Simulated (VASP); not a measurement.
# SiNi (CsCl type) (Pm-3m) in VASP: relaxation of cell and atoms with PBE

Aim: the relaxation of cell and atoms of SiNi (CsCl type) with PBE.

Everything below comes from runs of VASP 6.6.1. Logs are shortened: lines on timing, memory, paths and dates and some standing lists are left out, and cuts for length are marked.

**1. The cell of the first run**

Symmetry: Pm-3m, No. 221, cubic system. Conventional cell: a = 2.714 Å, b = 2.714 Å, c = 2.714 Å, α = 90.00°, β = 90.00°, γ = 90.00°. Ni (site symmetry m-3m) has 8 Si at 2.35 Å and 6 Ni at 2.71 Å within 3.1 Å. Within 3.1 Å of Si (site symmetry m-3m) lie 8 Ni at 2.35 Å and 6 Si at 2.71 Å.

**2. Relaxation of cell and atoms, PBE**

The input, INCAR:

```
ALGO = Normal ; EDIFF = 1E-7
EDIFFG = -0.005 ; ENCUT = 600
GGA = PE ; IBRION = 2
ISIF = 3 ; ISMEAR = -1
LASPH = T ; LCHARG = F
LREAL = F ; LWAVE = F
NELM = 60 ; NSW = 60
PREC = Accurate ; SIGMA = 0.1
```

The input, KPOINTS:

```
k-points
0
Gamma
  15 15 15
```

The input, POSCAR:

```
SiNi
1.0
    2.7144176166      0.0000000000      0.0000000000
    0.0000000000      2.7144176166      0.0000000000
    0.0000000000      0.0000000000      2.7144176166
Ni Si
1 1
Direct
    0.0000000000      0.0000000000      0.0000000000
    0.5000000000      0.5000000000      0.5000000000
```

Potentials or basis: VASP PAW PBE potentials, release 64 (Ni, Si).

Started as:

```bash
> cat potpaw_PBE.64/Ni/POTCAR potpaw_PBE.64/Si/POTCAR > POTCAR
> mpirun -np 1 vasp_std > vasp.out
```

OUTCAR:

```text
EDIFF = 1E-7
   EDIFFG = -0.005
   ENCUT = 600
   GGA = PE
   IBRION = 2
   ISIF = 3
   ISMEAR = -1
   LASPH = T
   LREAL = F
   NELM = 60
   NSW = 60
   PREC = Accurate

 ion  position               nearest neighbor table
   1  0.000  0.000  0.000-   2 2.35   2 2.35   2 2.35   2 2.35   2 2.35   2 2.35   2 2.35   2 2.35

   2  0.500  0.500  0.500-   1 2.35   1 2.35   1 2.35   1 2.35   1 2.35   1 2.35   1 2.35   1 2.35

  LATTYP: Found a simple cubic cell.
 ALAT       =     2.7144176166

  Lattice vectors:

 A1 = (   2.7144176166,   0.0000000000,   0.0000000000)
 A2 = (   0.0000000000,   2.7144176166,   0.0000000000)
 A3 = (   0.0000000000,   0.0000000000,   2.7144176166)

Analysis of symmetry for initial positions (statically):
=====================================================================
 Subroutine PRICEL returns:
 Original cell was already a primitive cell.

 Routine SETGRP: Setting up the symmetry group for a
 simple cubic supercell.

 Subroutine GETGRP returns: Found 48 space group operations
 (whereof 48 operations were pure point group operations)
 out of a pool of 48 trial point group operations.

The static configuration has the point symmetry O_h .

Analysis of symmetry for dynamics (positions and initial velocities):
=====================================================================
 Subroutine PRICEL returns:
 Original cell was already a primitive cell.

 Routine SETGRP: Setting up the symmetry group for a
 simple cubic supercell.

 Subroutine GETGRP returns: Found 48 space group operations
 (whereof 48 operations were pure point group operations)
 out of a pool of 48 trial point group operations.

The dynamic configuration has the point symmetry O_h .

 Subroutine INISYM returns: Found 48 space group operations
 (whereof 48 operations are pure point group operations),
 and found     1 'primitive' translations

----------------------------------------------------------------------------------------

                                     Primitive cell

  volume of cell :      20.0000

  direct lattice vectors                    reciprocal lattice vectors
     2.714417617  0.000000000  0.000000000     0.368403150  0.000000000  0.000000000
     0.000000000  2.714417617  0.000000000     0.000000000  0.368403150  0.000000000
     0.000000000  0.000000000  2.714417617     0.000000000  0.000000000  0.368403150

  length of vectors
     2.714417617  2.714417617  2.714417617     0.368403150  0.368403150  0.368403150

  position of ions in fractional coordinates (direct lattice)
     0.000000000  0.000000000  0.000000000
     0.500000000  0.500000000  0.500000000

  ion indices of the primitive-cell ions
   primitive index   ion index
                 1           1
                 2           2

----------------------------------------------------------------------------------------

 KPOINTS: k-points

Automatic generation of k-mesh.
 Grid dimensions read from file:
 generate k-points for:   15   15   15

 Generating k-lattice:

  Cartesian coordinates                     Fractional coordinates (reciprocal lattice)
     0.024560210  0.000000000  0.000000000     0.066666667  0.000000000  0.000000000
     0.000000000  0.024560210  0.000000000     0.000000000  0.066666667  0.000000000
     0.000000000  0.000000000  0.024560210     0.000000000  0.000000000  0.066666667

  Length of vectors
     0.024560210  0.024560210  0.024560210

  Shift w.r.t. Gamma in fractional coordinates (k-lattice)
     0.000000000  0.000000000  0.000000000

 Subroutine IBZKPT returns following result:
 ===========================================

 Found    120 irreducible k-points:

 Following reciprocal coordinates:
            Coordinates               Weight
  0.000000  0.000000  0.000000      1.000000
  0.066667  0.000000  0.000000      6.000000
  0.133333  0.000000  0.000000      6.000000
  0.200000  0.000000  0.000000      6.000000
  0.266667  0.000000  0.000000      6.000000
  0.333333  0.000000  0.000000      6.000000
[... 16 lines left out ...]
  0.266667  0.200000  0.000000     24.000000
  0.333333  0.200000  0.000000     24.000000
 [... further k-points ...]
   k-points           NKPTS =    120   k-points in BZ     NKDIM =    120   number of bands    NBANDS=     11
   number of dos      NEDOS =    301   number of ions     NIONS =      2
   total plane-waves  NPLWV =  13824
   dimension x,y,z NGX =    24 NGY =   24 NGZ =   24
   dimension x,y,z NGXF=    48 NGYF=   48 NGZF=   48
   ions per type =               1   1
   NGX,Y,Z   is equivalent  to a cutoff of  14.70, 14.70, 14.70 a.u.
   NGXF,Y,Z  is equivalent  to a cutoff of  29.40, 29.40, 29.40 a.u.
 SYSTEM =  unknown system
   PREC   = accura    normal or accurate (medium, high low for compatibility)
   ISTART =      0    job   : 0-new  1-cont  2-samecut
   ICHARG =      2    charge: 1-file 2-atom 10-const
   ISPIN  =      1    spin polarized calculation?
   LNONCOLLINEAR =      F non collinear calculations
   LSORBIT =      F    spin-orbit coupling
   LASPH  =      T    aspherical Exc in radial PAW
   ENCUT  =  600.0 eV  44.10 Ry    6.64 a.u.   5.42  5.42  5.42*2*pi/ulx,y,z
   NELM   =     60;   NELMIN=  2; NELMDL= -5     # of ELM steps
   EDIFF  = 0.1E-06   stopping-criterion for ELM
   LREAL  =      F    real-space projection
   EDIFFG = -.5E-02   stopping-criterion for IOM
   NSW    =     60    number of steps for IOM
   IBRION =      2    ionic relax: 0-MD 1-quasi-New 2-CG
   NFREE  =      1    steps in history (QN), initial steepest desc. (CG)
   ISIF   =      3    stress and relaxation
   ISYM   =      2    0-nonsym 1-usesym 2-fastsym
   POTIM  = 0.5000    time-step for ionic-motion
   TEBEG  =    0.0;   TEEND  =   0.0 temperature during run
   PSTRESS=    0.0 pullay stress
   NELECT =      14.0000    total number of electrons
   NUPDOWN=      -1.0000    fix difference up-down
   EMIN   =  10.00;   EMAX   =-10.00  energy-range for DOS
   EFERMI =   0.00;   METHOD = LEGACY
   ISMEAR =    -1;   SIGMA  =   0.10  broadening in eV -4-tet -1-fermi 0-gaus
   EFERMI_NEDOS =   21; number of points for ismear=-14 and -15
   IALGO  =     38    algorithm
   IMIX   =      4    mixing-type and parameters
     AMIX     =   0.40;   BMIX     =  1.00
     AMIX_MAG =   1.60;   BMIX_MAG =  1.00
  volume/ion in A,a.u.               =      10.00        67.48
  Fermi-wavevector in a.u.,A,eV,Ry     =   1.453586  2.746880 28.747931  2.112913
  Thomas-Fermi vector in A             =   2.570836
   LORBIT       =      0    0 simple, 1 ext, 2 COOP (PROOUT), +10 PAW based schemes
   GGA     = PE    functional components
   LHFCALC =     F    Hartree Fock is set to
   AEXX    =    0.0000 exact exchange contribution
   IVDW    =     0    specifies the selected vdW correction
   LEPSILON=     F    determine dielectric tensor
   LRPA    =     F    only Hartree local field effects (RPA)
 conjugate gradient relaxation of ions
 non-spin polarized calculation
  energy-cutoff  :      600.00
  volume of cell :       20.00
 maximum number of plane-waves:       691
 NGX is ok and might be reduce to    24
   NGX = 11   NGY = 11   NGZ = 11

--------------------------------------- Ionic step        1  -------------------------------------------

 number of electron      14.0000009 magnetization

 Free energy of the ion-electron system (eV)
  ---------------------------------------------------
  ext. energy  EPLUGINS =         0.00000000
  ---------------------------------------------------
  free energy    TOTEN  =       -11.21857284 eV

  energy without entropy =      -11.20519820  energy(sigma->0) =      -11.21188552

------------------------ aborting loop because EDIFF is reached ----------------------------------------

  FORCE on cell =-STRESS in cart. coord.  units (eV):
  Direction    XX          YY          ZZ          XY          YZ          ZX
  --------------------------------------------------------------------------------------
  -------------------------------------------------------------------------------------
  Total        3.9952881      3.9952881      3.9952881     -0.0000000     -0.0000000      0.0000000
  in kB      320.0579985    320.0579985    320.0579985     -0.0000000     -0.0000000      0.0000000
  external PRESSURE =     320.0579985 kB  Pullay stress =       0.0000000 kB
[... 21 lines left out ...]
  energy  without entropy=      -11.2051982030  energy(sigma->0) =      -11.21188552

--------------------------------------- Ionic step        2  -------------------------------------------

 number of electron      13.9999991 magnetization

 E-fermi :   9.6481     XC(G=0): -11.8842

 val. band max:        9.6466967236   @ k =   0.4667   0.4667   0.0667
 cond. band min:       9.6495144163   @ k =   0.2000   0.1333   0.0000
 fundamental gap:      0.0028176927
 Fermi energy:         9.6481388698

 k-point     1 :       0.0000    0.0000    0.0000
  band No.  band energies     occupation
      1      -2.9830      2.00000
      2       6.4587      2.00000
      3       6.4587      2.00000
      4       7.9021      2.00000
      5       7.9021      2.00000
      6       7.9021      2.00000
      7      12.0239      0.00000
      8      12.0239      0.00000
      9      12.0239      0.00000
     10      16.3939      0.00000
     11      16.3939      0.00000
[... 391 lines left out ...]
  energy  without entropy=      -11.4464151599  energy(sigma->0) =      -11.45796901

--------------------------------------- Ionic step        4  -------------------------------------------

 number of electron      13.9999998 magnetization

 Free energy of the ion-electron system (eV)
  ---------------------------------------------------
  ext. energy  EPLUGINS =         0.00000000
  ---------------------------------------------------
  free energy    TOTEN  =       -11.46961600 eV

  energy without entropy =      -11.44673132  energy(sigma->0) =      -11.45817366

 E-fermi :  11.8847     XC(G=0): -12.5766

 val. band max:       11.8676832995   @ k =   0.2000   0.2000   0.0667
 cond. band min:      11.9114297643   @ k =   0.4667   0.4667   0.4000
 fundamental gap:      0.0437464648
 Fermi energy:        11.8846583519

 k-point     1 :       0.0000    0.0000    0.0000
  band No.  band energies     occupation
      1      -2.1871      2.00000
      2       7.7509      2.00000
      3       7.7509      2.00000
      4       9.5890      2.00000
      5       9.5890      2.00000
      6       9.5890      2.00000
      7      14.3461      0.00000
      8      14.3461      0.00000
      9      14.3461      0.00000
     10      18.6434      0.00000
     11      18.6434      0.00000
[... 351 lines left out ...]
  FREE ENERGIE OF THE ION-ELECTRON SYSTEM (eV)
  ---------------------------------------------------
  free  energy   TOTEN  =       -11.4696160005 eV

  energy  without entropy=      -11.4467313196  energy(sigma->0) =      -11.45817366

 reached required accuracy - stopping structural energy minimisation
```

Run time: 1.7 min. Hardware: 1 thread of Intel Xeon 8259CL, shared host; peak memory 0.17 GiB.

Results:

```yaml
Free_energy: -11.4696 eV
Relaxed_volume: 11.44 Å³/atom
Relaxed_cell: a = 2.839 Å, b = 2.839 Å, c = 2.839 Å, α = 90.00°, β = 90.00°, γ = 90.00°
Space_group_after_relaxing_to_0.1_Å: Pm-3m (No. 221)
Energy_gained_by_relaxing: 125.5 meV/atom
Ionic_steps: 4
Pressure_after_relaxing: 0.0 GPa
Band_gap_on_the_k_mesh: zero (bands 7 and 8 overlap by 3.19 eV)
```

Step by step:
```tsv
step	energy change (eV)	largest force (eV/Å)	pressure (GPa)	volume (Å³)
1	0.0000	0.0000	32.01	20.00
2	-0.0380	0.0000	-17.16	26.36
3	-0.2510	0.0000	-0.53	22.94
4	-0.2510	0.0000	0.01	22.88
```

Final structure:
```cif
data_structure
_symmetry_space_group_name_H-M 'P 1'
_symmetry_Int_Tables_number 1
_cell_length_a 2.8390
_cell_length_b 2.8390
_cell_length_c 2.8390
_cell_angle_alpha 90.000
_cell_angle_beta 90.000
_cell_angle_gamma 90.000
_cell_volume 22.88
loop_
_atom_site_label
_atom_site_type_symbol
_atom_site_fract_x
_atom_site_fract_y
_atom_site_fract_z
_atom_site_occupancy
Ni1 Ni 0.00000 0.00000 0.00000 1
Si1 Si 0.50000 0.50000 0.50000 1
```

Levels at points of the mesh, in eV from the Fermi level:
```csv
k point,band 4,band 5,band 6,band 7,band 8,band 9,band 10,band 11
"(0.00, 0.00, 0.00)",-2.30,-2.30,-2.30,2.46,2.46,2.46,6.76,6.76
```

Spin polarisation is off, so any magnetic state and its effect on volume and gap are missing.
